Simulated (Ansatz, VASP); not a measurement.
# SiC: VASP beside Ansatz

```xyz
16
Lattice="6.1953 0.0000 0.0000 0.0000 6.1953 0.0000 0.0000 0.0000 5.1771" Properties=species:S:1:pos:R:3 pbc="T T T"
Si    3.9704    5.3225    4.7803
Si    3.9704    0.8728    2.1917
Si    2.2249    5.3225    2.1917
Si    2.2249    0.8728    4.7803
Si    0.8728    2.2249    2.9854
Si    5.3225    3.9704    2.9854
Si    0.8728    3.9704    0.3968
Si    5.3225    2.2249    0.3968
C     4.0177    5.2753    2.8441
C     2.1776    0.9200    2.8441
C     4.0177    0.9200    0.2555
C     2.1776    5.2753    0.2555
C     0.9200    2.1776    4.9216
C     0.9200    4.0177    2.3330
C     5.2753    2.1776    2.3330
C     5.2753    4.0177    4.9216
```

Alike in both runs: functional PBE; k mesh 4 × 4 × 4; occupations gaussian, width 0.1 eV; no spin polarisation.

Ansatz relaxed the structure, and its values are those at the end. VASP's run is a single point on that final structure, the one shown.

```csv
,VASP,Ansatz
version,VASP 6.6.1,Ansatz 0.2.0
potentials or method,"VASP PAW PBE potentials, release 64 (Si, C), cutoff 520 eV","scalar-relativistic, plane waves, PAW"
valence electrons in the cell,64,64
```

```csv
,VASP,Ansatz,Ansatz less VASP
gap on the k mesh at the Fermi level (eV),2.81,2.81,+0.005
least direct gap on the mesh (eV),3.00,3.01,+0.006
pressure (GPa),0.0,0.0,+0.04
rms of the force components (eV/Å),0.008,0.006,-0.0015
```

With one functional, cell and mesh, what is left measures potentials, basis and numerics.
